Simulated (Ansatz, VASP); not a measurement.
# SnSe2: VASP beside Ansatz

File INCAR:

```
PREC     = Accurate       # precision mode
ENCUT    = 520            # plane-wave cutoff, eV
EDIFF    = 1E-6           # SCF threshold, eV
ISMEAR   = 0              # smearing method
SIGMA    = 0.05           # smearing width, eV
LREAL    = F              # projectors in reciprocal space
LASPH    = T              # aspherical terms in the spheres
NELM     = 60             # most SCF steps
ALGO     = Normal         # electronic algorithm
ISIF     = 2              # what is computed and relaxed
LWAVE    = F              # write WAVECAR
LCHARG   = T              # write CHGCAR
GGA      = PE             # functional
LELF     = T              # ELF
LVHAR    = T            
NBANDS   = 20             # bands
```

KPOINTS

```
regular mesh
0
Gamma
  12 12 6
```

The input POSCAR:

```
SnSe2
1.0
    3.8109987816      0.0000000000      0.0000000000
   -1.9054993908      3.5479533905      0.0000000000
    0.0000000000      0.0000000000      6.1370000000
Sn Se
1 2
Direct
    0.0000000000      0.0000000000      0.0000000000
    0.3333333333      0.6666666667      0.2500000000
    0.6666666667      0.3333333333      0.7500000000
```

Input for Ansatz:

```yaml
crystal:
  lattice:
    - [3.8109987816, 0.0, 0.0]
    - [-1.9054993908, 3.5479533905, 0.0]
    - [0.0, 0.0, 6.137]
  atoms:
    - { symbol: Sn, position: [0.0, 0.0, 0.0] }
    - { symbol: Se, position: [0.3333333333, 0.6666666667, 0.25] }
    - { symbol: Se, position: [0.6666666667, 0.3333333333, 0.75] }
basis:
  ecutwfc: 420
kpoints:
  mp_grid: { grid: [12, 12, 6] }
hamiltonian:
  xc: pbe
scf:
  occupations: { method: gaussian, width: 0.05 }
output:
  forces: true
  stress: true
  eigenvalues: true
  write_density: true
  write_potential: true
  elf: true
  volumetric_format: npy
```

Change from the starting cell: strain +0.0750 x Voigt [0, 1, 0, 0, 0, 0], atoms carried along.

Alike in both runs: task single point; functional PBE; k mesh 12 × 12 × 6; occupations gaussian, width 0.05 eV; no spin polarisation.

```csv
,VASP,Ansatz
version,VASP 6.6.1,Ansatz 0.2.0
potentials or method,"VASP PAW PBE potentials, release 64 (Sn_d, Se), cutoff 520 eV","scalar-relativistic, plane waves, PAW"
valence electrons in the cell,26,46
```

Ansatz gave:

```
gap on the k mesh at the Fermi level (eV)                     : 0.36
least direct gap on the mesh (eV)                             : 0.45
pressure (GPa)                                                : 0.4
traceless stress, the component that is largest in VASP (GPa) : -3.37
rms of the force components (eV/Å)                            : 0.121
```

Task: Which values does VASP return?

Result: gap on the k mesh at the Fermi level (eV): 0.35; least direct gap on the mesh (eV): 0.44; pressure (GPa): 0.4; traceless stress, the component that is largest in VASP (GPa): -3.36; rms of the force components (eV/Å): 0.126.

Atom by atom the forces differ by 0.005 eV/Å (rms over components). VASP's potentials hold 26 valence electrons a cell and Ansatz's 46, so a difference there can come from the potentials and not from the codes.
